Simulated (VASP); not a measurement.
# Si3N4 in VASP: single point with PBE

Aim: the single point of Si3N4 with PBE.

All numbers are computed with VASP 6.6.1; they aren't measurements. Logs are shortened: lines on timing, memory, paths and dates and some standing lists are left out, and cuts for length are marked.

### Step 1. The cell of the first run

The typed cell holds 14 atoms: a = 7.602 Å, b = 7.602 Å, c = 2.906 Å, α = 90.00°, β = 90.00°, γ = 120.00°.

### Step 2. Single point, PBE

INCAR

```
SYSTEM = Si3N4
PREC     = Accurate       ! precision mode
ENCUT    = 520            ! plane-wave cutoff, eV
EDIFF    = 1E-7           ! SCF threshold, eV
ISMEAR   = -1             ! smearing method
SIGMA    = 0.02           ! smearing width, eV
LREAL    = .False.        ! projectors in reciprocal space
LASPH    = .True.         ! aspherical terms in the spheres
NELM     = 60             ! most SCF steps
ALGO     = Normal         ! electronic algorithm
ISIF     = 2              ! what is computed and relaxed
LWAVE    = .False.        ! write WAVECAR
LCHARG   = .True.         ! write CHGCAR
GGA      = PE             ! functional
LELF     = .True.         ! ELF
LVHAR    = .True.       
NBANDS   = 45             ! bands
```

KPOINTS

```
Automatic mesh
0
Gamma
  4 4 10
  0 0 0
```

POSCAR

```
Si3N4
1.0
    7.6020000000      0.0000000000      0.0000000000
   -3.8010000000      6.5835251196      0.0000000000
    0.0000000000      0.0000000000      2.9060000000
Si N
6 8
Direct
    0.7675395721      0.1737083085      0.2482989139
    0.5938312635      0.7675395721      0.7482989139
    0.8262916915      0.5938312635      0.2482989139
    0.2324604279      0.8262916915      0.7482989139
    0.4061687365      0.2324604279      0.2482989139
    0.1737083085      0.4061687365      0.7482989139
    0.0295842581      0.3296987171      0.2482861065
    0.6998855410      0.0295842581      0.7482861065
    0.6703012829      0.6998855410      0.2482861065
    0.9704157419      0.6703012829      0.7482861065
    0.3001144590      0.9704157419      0.2482861065
    0.3296987171      0.3001144590      0.7482861065
    0.6666666667      0.3333333333      0.2481449387
    0.3333333333      0.6666666667      0.7481449387
```

Potentials or basis: VASP PAW PBE potentials, release 64 (Si, N).

The run is started by

```sh
cat potpaw_PBE.64/Si/POTCAR potpaw_PBE.64/N/POTCAR > POTCAR
mpirun -np 1 vasp_std > vasp.out
```

OUTCAR:

```text
SYSTEM = Si3N4
   PREC = Accurate
   ENCUT = 520
   EDIFF = 1E-7
   ISMEAR = -1
   LREAL = .False.
   LASPH = .True.
   NELM = 60
   ISIF = 2
   GGA = PE

 ion  position               nearest neighbor table
   1  0.768  0.174  0.248-  13 1.73   7 1.74   8 1.74   8 1.74   5 3.00   3 3.00   2 3.05   2 3.05
                             6 3.05   6 3.05
   2  0.594  0.768  0.748-  14 1.73   8 1.74   9 1.74   9 1.74   4 3.00   6 3.00   1 3.05   1 3.05
                             3 3.05   3 3.05
   3  0.826  0.594  0.248-  13 1.73   9 1.74  10 1.74  10 1.74   5 3.00   1 3.00   4 3.05   4 3.05
                             2 3.05   2 3.05
   4  0.232  0.826  0.748-  14 1.73  10 1.74  11 1.74  11 1.74   2 3.00   6 3.00   5 3.05   5 3.05
                             3 3.05   3 3.05
   5  0.406  0.232  0.248-  13 1.73  11 1.74  12 1.74  12 1.74   1 3.00   3 3.00   4 3.05   4 3.05
                             6 3.05   6 3.05
   6  0.174  0.406  0.748-  14 1.73  12 1.74   7 1.74   7 1.74   2 3.00   4 3.00   1 3.05   1 3.05
                             5 3.05   5 3.05
   7  0.030  0.330  0.248-   1 1.74   6 1.74   6 1.74
   8  0.700  0.030  0.748-   2 1.74   1 1.74   1 1.74
   9  0.670  0.700  0.248-   3 1.74   2 1.74   2 1.74
  10  0.970  0.670  0.748-   4 1.74   3 1.74   3 1.74
  11  0.300  0.970  0.248-   5 1.74   4 1.74   4 1.74
  12  0.330  0.300  0.748-   6 1.74   5 1.74   5 1.74
  13  0.667  0.333  0.248-   5 1.73   1 1.73   3 1.73
  14  0.333  0.667  0.748-   2 1.73   4 1.73   6 1.73

  LATTYP: Found a hexagonal cell.
 ALAT       =     7.6020000000
 C/A-ratio  =     0.3822678243

  Lattice vectors:

 A1 = (   7.6020000000,   0.0000000000,   0.0000000000)
 A2 = (  -3.8010000000,   6.5835251196,   0.0000000000)
 A3 = (   0.0000000000,   0.0000000000,   2.9060000000)

Analysis of symmetry for initial positions (statically):
=====================================================================
 Subroutine PRICEL returns:
 Original cell was already a primitive cell.

 Routine SETGRP: Setting up the symmetry group for a
 hexagonal supercell.

 Subroutine GETGRP returns: Found  6 space group operations
 (whereof  3 operations were pure point group operations)
 out of a pool of 24 trial point group operations.

The static configuration has the point symmetry C_3 .
 The point group associated with its full space group is C_6 .

Analysis of symmetry for dynamics (positions and initial velocities):
=====================================================================
 Subroutine PRICEL returns:
 Original cell was already a primitive cell.

 Routine SETGRP: Setting up the symmetry group for a
 hexagonal supercell.

 Subroutine GETGRP returns: Found  6 space group operations
 (whereof  3 operations were pure point group operations)
 out of a pool of 24 trial point group operations.

The dynamic configuration has the point symmetry C_3 .
 The point group associated with its full space group is C_6 .

 Subroutine INISYM returns: Found  6 space group operations
 (whereof  3 operations are pure point group operations),
 and found     1 'primitive' translations

----------------------------------------------------------------------------------------

                                     Primitive cell

  volume of cell :     145.4394

  direct lattice vectors                    reciprocal lattice vectors
     7.602000000  0.000000000  0.000000000     0.131544330  0.075947155  0.000000000
    -3.801000000  6.583525120  0.000000000     0.000000000  0.151894309  0.000000000
     0.000000000  0.000000000  2.906000000     0.000000000  0.000000000  0.344115623

  length of vectors
     7.602000000  7.602000000  2.906000000     0.151894309  0.151894309  0.344115623

  position of ions in fractional coordinates (direct lattice)
     0.767539572  0.173708308  0.248298914
     0.593831264  0.767539572  0.748298914
     0.826291692  0.593831264  0.248298914
     0.232460428  0.826291692  0.748298914
     0.406168736  0.232460428  0.248298914
     0.173708308  0.406168736  0.748298914
     0.029584258  0.329698717  0.248286106
     0.699885541  0.029584258  0.748286106
     0.670301283  0.699885541  0.248286106
     0.970415742  0.670301283  0.748286106
     0.300114459  0.970415742  0.248286106
[... 32 lines left out ...]
     0.032886083  0.018986789  0.000000000     0.250000000  0.000000000  0.000000000
     0.000000000  0.037973577  0.000000000     0.000000000  0.250000000  0.000000000
     0.000000000  0.000000000  0.034411562     0.000000000  0.000000000  0.100000000

  Length of vectors
     0.037973577  0.037973577  0.034411562

  Shift w.r.t. Gamma in fractional coordinates (k-lattice)
     0.000000000  0.000000000  0.000000000

 Subroutine IBZKPT returns following result:
 ===========================================

 Found     24 irreducible k-points:

 Following reciprocal coordinates:
            Coordinates               Weight
  0.000000  0.000000  0.000000      1.000000
  0.250000  0.000000  0.000000      6.000000
  0.500000  0.000000  0.000000      3.000000
  0.250000  0.250000  0.000000      6.000000
  0.000000  0.000000  0.100000      2.000000
  0.250000  0.000000  0.100000     12.000000
[... 16 lines left out ...]
  0.500000  0.000000  0.500000      3.000000
  0.250000  0.250000  0.500000      6.000000
   k-points           NKPTS =     24   k-points in BZ     NKDIM =     24   number of bands    NBANDS=     45
   number of dos      NEDOS =    301   number of ions     NIONS =     14
   total plane-waves  NPLWV =  86400
   dimension x,y,z NGX =    60 NGY =   60 NGZ =   24
   dimension x,y,z NGXF=   120 NGYF=  120 NGZF=   48
   ions per type =               6   8
   NGX,Y,Z   is equivalent  to a cutoff of  13.12, 13.12, 13.73 a.u.
   NGXF,Y,Z  is equivalent  to a cutoff of  26.24, 26.24, 27.46 a.u.
 SYSTEM =  Si3N4
   PREC   = accura    normal or accurate (medium, high low for compatibility)
   ISTART =      0    job   : 0-new  1-cont  2-samecut
   ICHARG =      2    charge: 1-file 2-atom 10-const
   ISPIN  =      1    spin polarized calculation?
   LNONCOLLINEAR =      F non collinear calculations
   LSORBIT =      F    spin-orbit coupling
   LASPH  =      T    aspherical Exc in radial PAW
   ENCUT  =  520.0 eV  38.22 Ry    6.18 a.u.  14.13 14.13  5.40*2*pi/ulx,y,z
   NELM   =     60;   NELMIN=  2; NELMDL= -5     # of ELM steps
   EDIFF  = 0.1E-06   stopping-criterion for ELM
   LREAL  =      F    real-space projection
   EDIFFG = 0.1E-05   stopping-criterion for IOM
   NSW    =      0    number of steps for IOM
   IBRION =     -1    ionic relax: 0-MD 1-quasi-New 2-CG
   NFREE  =      0    steps in history (QN), initial steepest desc. (CG)
   ISIF   =      2    stress and relaxation
   ISYM   =      2    0-nonsym 1-usesym 2-fastsym
   POTIM  = 0.5000    time-step for ionic-motion
   TEBEG  =    0.0;   TEEND  =   0.0 temperature during run
   PSTRESS=    0.0 pullay stress
   NELECT =      64.0000    total number of electrons
   NUPDOWN=      -1.0000    fix difference up-down
   EMIN   =  10.00;   EMAX   =-10.00  energy-range for DOS
   EFERMI =   0.00;   METHOD = LEGACY
   ISMEAR =    -1;   SIGMA  =   0.02  broadening in eV -4-tet -1-fermi 0-gaus
   EFERMI_NEDOS =   21; number of points for ismear=-14 and -15
   IALGO  =     38    algorithm
   IMIX   =      4    mixing-type and parameters
     AMIX     =   0.40;   BMIX     =  1.00
     AMIX_MAG =   1.60;   BMIX_MAG =  1.00
  volume/ion in A,a.u.               =      10.39        70.11
  Fermi-wavevector in a.u.,A,eV,Ry     =   1.245205  2.353096 21.096314  1.550535
  Thomas-Fermi vector in A             =   2.379438
   LORBIT       =      0    0 simple, 1 ext, 2 COOP (PROOUT), +10 PAW based schemes
   GGA     = PE    functional components
   LHFCALC =     F    Hartree Fock is set to
   AEXX    =    0.0000 exact exchange contribution
   IVDW    =     0    specifies the selected vdW correction
   LEPSILON=     F    determine dielectric tensor
   LRPA    =     F    only Hartree local field effects (RPA)
 non-spin polarized calculation
  energy-cutoff  :      520.00
  volume of cell :      145.44
 maximum number of plane-waves:      3965
 NGX is ok and might be reduce to    60
   NGX = 29   NGY = 29   NGZ = 11

 number of electron      63.9999993 magnetization

 Free energy of the ion-electron system (eV)
  ---------------------------------------------------
  ext. energy  EPLUGINS =         0.00000000
  ---------------------------------------------------
  free energy    TOTEN  =      -114.48889272 eV

  energy without entropy =     -114.48889272  energy(sigma->0) =     -114.48889272

 E-fermi :   7.2321     XC(G=0): -10.8124

 val. band max:        6.7752678430   @ k =   0.0000   0.0000   0.2000
 cond. band min:      11.1029889326   @ k =   0.0000   0.0000   0.0000
 fundamental gap:      4.3277210897
 Fermi energy:         7.2321094190

 k-point     1 :       0.0000    0.0000    0.0000
  band No.  band energies     occupation
      1     -11.4526      2.00000
      2      -9.9866      2.00000
      3      -9.9866      2.00000
      4      -9.3446      2.00000
      5      -9.2169      2.00000
      6      -9.2169      2.00000
[... 1117 lines left out ...]
     43      14.4130      0.00000
     44      14.4130      0.00000
 [bands above 44 left out]

------------------------ aborting loop because EDIFF is reached ----------------------------------------

  FORCE on cell =-STRESS in cart. coord.  units (eV):
  Direction    XX          YY          ZZ          XY          YZ          ZX
  --------------------------------------------------------------------------------------
  -------------------------------------------------------------------------------------
  Total        4.9085325      4.9085325      4.7826581     -0.0000000      0.0000000      0.0000000
  in kB       54.0729773     54.0729773     52.6863300     -0.0000004      0.0000000      0.0000000
  external PRESSURE =      53.6107615 kB  Pullay stress =       0.0000000 kB

 VOLUME and BASIS-vectors are now :
 -----------------------------------------------------------------------------
  energy-cutoff  :      520.00
  volume of cell :      145.44
      direct lattice vectors                 reciprocal lattice vectors
     7.602000000  0.000000000  0.000000000     0.131544330  0.075947155  0.000000000
    -3.801000000  6.583525120  0.000000000     0.000000000  0.151894309  0.000000000
     0.000000000  0.000000000  2.906000000     0.000000000  0.000000000  0.344115623

 POSITION                                       TOTAL-FORCE (eV/Angst)
 -----------------------------------------------------------------------------------
      5.17457      1.14361      0.72156         0.004373      0.000232     -0.001646
      1.59689      5.05312      2.17456         0.001985      0.003903     -0.001646
      4.02432      3.90950      0.72156        -0.002388      0.003671     -0.001646
     -1.37357      5.43991      2.17456        -0.004373     -0.000232     -0.001646
      2.20411      1.53041      0.72156        -0.001985     -0.003903     -0.001646
     -0.22332      2.67402      2.17456         0.002388     -0.003671     -0.001646
     -1.02829      2.17058      0.72152        -0.000278     -0.002120      0.000789
      5.20808      0.19477      2.17452         0.001697     -0.001301      0.000789
      2.43537      4.60771      0.72152         0.001975      0.000819      0.000789
      4.82929      4.41295      2.17452         0.000278      0.002120      0.000789
     -1.40708      6.38876      0.72152        -0.001697      0.001301      0.000789
      1.36563      1.97581      2.17452        -0.001975     -0.000819      0.000789
      3.80100      2.19451      0.72111        -0.000000      0.000000      0.002573
     -0.00000      4.38902      2.17411        -0.000000      0.000000      0.002573
 -----------------------------------------------------------------------------------
    total drift:                                0.000000     -0.000000     -0.000500

  FREE ENERGIE OF THE ION-ELECTRON SYSTEM (eV)
  ---------------------------------------------------
  free  energy   TOTEN  =      -114.4888927177 eV

  energy  without entropy=     -114.4888927177  energy(sigma->0) =     -114.48889272
```

Run time: 4.8 min. Hardware: 1 thread of Intel Xeon Platinum 8259CL at 2.50GHz (Skylake/Cascade Lake), shared host; peak memory 0.32 GiB.

Results:

| Item | Value |
| --- | --- |
| Free energy | -114.4889 eV |
| Pressure | 5.4 GPa |
| Largest force | 0.005 eV/Å |
| Band gap on the k mesh | 4.33 eV (least direct gap 4.52 eV) |

Forces in eV/Å, atoms in the order of the input:
```
Si   0.004  0.000 -0.002
Si   0.002  0.004 -0.002
Si  -0.002  0.004 -0.002
Si  -0.004  0.000 -0.002
Si  -0.002 -0.004 -0.002
Si   0.002 -0.004 -0.002
N    0.000 -0.002  0.001
N    0.002 -0.001  0.001
N    0.002  0.001  0.001
N    0.000  0.002  0.001
N   -0.002  0.001  0.001
N   -0.002 -0.001  0.001
N    0.000  0.000  0.003
N    0.000  0.000  0.003
```

Stress tensor (GPa, compression positive):
```
5.41 0.00 0.00
0.00 5.41 0.00
0.00 0.00 5.27
```

Caveat: the cell stands under pressure. A k mesh can miss the band edges.
